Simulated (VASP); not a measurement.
A run of VASP 6.6.1 is set up as follows.

The input POSCAR:

```
C
1.0
    0.0000000000      1.7833700000      1.7833700000
    1.7833700000      0.0000000000      1.7833700000
    1.7833700000      1.7833700000      0.0000000000
C
2
Direct
    0.7500000000      0.7500000000      0.7500000000
    0.5000000000      0.5000000000      0.5000000000
```

Contents of INCAR.step1:

```
PREC = Accurate ; ENCUT = 910
ISMEAR = -1 ; SIGMA = 0.05
LREAL = False ; LASPH = True
NELM = 120 ; NBANDS = 11
GGA = PE ; ALGO = Normal
EDIFF = 1E-5 ; LWAVE = True
LCHARG = False ; GGA_COMPAT = False
```

File INCAR.step2:

```
PREC = Accurate ; ENCUT = 910
EDIFF = 1E-6 ; ISMEAR = -1
SIGMA = 0.05 ; LREAL = False
LASPH = True ; NELM = 120
ALGO = Normal ; ISIF = 2
LWAVE = False ; LCHARG = False
METAGGA = R2SCAN ; LMIXTAU = True
NBANDS = 11 ; ISTART = 1
GGA_COMPAT = False
```

The input KPOINTS:

```
regular mesh
0
Gamma
  13 13 13
```

Potentials or basis: VASP PAW PBE potentials, release 64 (C_h).

The run is started by

```console
$ cat potpaw_PBE.64/C_h/POTCAR > POTCAR
$ cp INCAR.step1 INCAR
$ mpirun -np 1 vasp_std > vasp.out
$ cp INCAR.step2 INCAR
$ mpirun -np 1 vasp_std > vasp.out
```

Q: What does it give for the band gap on the k mesh?

A: 4.37 eV, indirect (least direct gap 5.88 eV).

Q: Predict the pressure.

A: -3.3 GPa.

Caveat: the cutoff is under 1.25 times the usual one of these potentials, so pressure, stress and relaxed cells hold a basis-set (Pulay) error; the PAW data sets were made with another functional, which shifts forces and pressure a little. r2SCAN opens gaps a little over a GGA but as a rule still falls short of measured ones.
